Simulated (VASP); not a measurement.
MgB: single point with PBE-based global hybrid

MgB:

```xyz
2
Lattice="2.8952 0.0000 0.0000 0.0000 2.8952 0.0000 0.0000 0.0000 2.8952" Properties=species:S:1:pos:R:3 pbc="T T T"
Mg    0.0000    0.0000    0.0000
B     1.4476    1.4476    1.4476
```

- Program: VASP 6.6.1
- Task: single point
- Functional: PBE-based global hybrid
- Potentials or basis: VASP PAW PBE potentials, release 64 (Mg, B)
- Cutoff: 520 eV
- k mesh: 5 × 5 × 5
- Occupations: fermi-dirac, width 0.05 eV
- Spin: no spin polarisation

| Item | Value |
| --- | --- |
| Pressure | -0.6 GPa |

Levels at points of the mesh, in eV from the Fermi level:
```tsv
k point	band 1	band 2	band 3	band 4	band 5	band 6
(0.00, 0.00, 0.00)	-12.10	2.91	2.91	2.91	7.43	7.43
```

Wall time 2.9 min on 1 thread of Intel Xeon 8259CL, on a shared host, peak memory 0.14 GiB.

Caveat: the k points lie up to 0.43 Å⁻¹ apart; the PAW data sets were made with another functional, which shifts forces and pressure a little.
